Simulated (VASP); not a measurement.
Mg2CdSe3:

```xyz
6
Lattice="-2.0338 2.0338 8.6287 2.0338 -2.0338 8.6287 2.0338 2.0338 -8.6287" Properties=species:S:1:pos:R:3 pbc="T T T"
Mg    0.0000    0.0000   14.3811
Mg    0.0000    0.0000    2.8762
Cd    0.0000    0.0000    8.6287
Se    0.0000    0.0000    0.0000
Se    0.0000    0.0000   11.5049
Se    0.0000    0.0000    5.7524
```

```yaml
Program: VASP 6.6.1
Task: relaxation of cell and atoms
Functional: PBE
Potentials_or_basis: VASP PAW PBE potentials, release 64 (Mg, Cd, Se)
Cutoff: 600 eV
k_mesh: 6 × 6 × 6
Occupations: gaussian, width 0.1 eV
Spin: no spin polarisation
```

At the start: pressure -4.1 GPa; volume 23.79 Å³/atom.

Question: How do energy, volume and symmetry change on relaxing?

Answer: Over 5 steps the energy falls by 28.2 meV/atom and the volume is 21.92 Å³/atom (-7.9 %); space group I4/mmm (No. 139, to 0.1 Å) before and after.

The path:
```csv
step,energy change (eV),largest force (eV/Å),pressure (GPa),volume (Å³)
1,0.0000,0.2632,-4.11,142.76
2,-0.1561,0.2822,0.60,130.52
3,-0.1577,0.2812,0.10,131.55
4,-0.1641,0.1875,0.08,131.53
5,-0.1692,0.0047,0.06,131.50
```

Final structure:
```cif
data_structure
_symmetry_space_group_name_H-M 'P 1'
_symmetry_Int_Tables_number 1
_cell_length_a 8.8573
_cell_length_b 8.8573
_cell_length_c 8.8573
_cell_angle_alpha 154.194
_cell_angle_beta 154.194
_cell_angle_gamma 36.817
_cell_volume 131.50
loop_
_atom_site_label
_atom_site_type_symbol
_atom_site_fract_x
_atom_site_fract_y
_atom_site_fract_z
_atom_site_occupancy
Mg1 Mg 0.83316 0.83316 0.00000 1
Mg2 Mg 0.16684 0.16684 0.00000 1
Cd1 Cd 0.50000 0.50000 0.00000 1
Se1 Se 0.00000 0.00000 0.00000 1
Se2 Se 0.66977 0.66977 0.00000 1
Se3 Se 0.33023 0.33023 0.00000 1
```
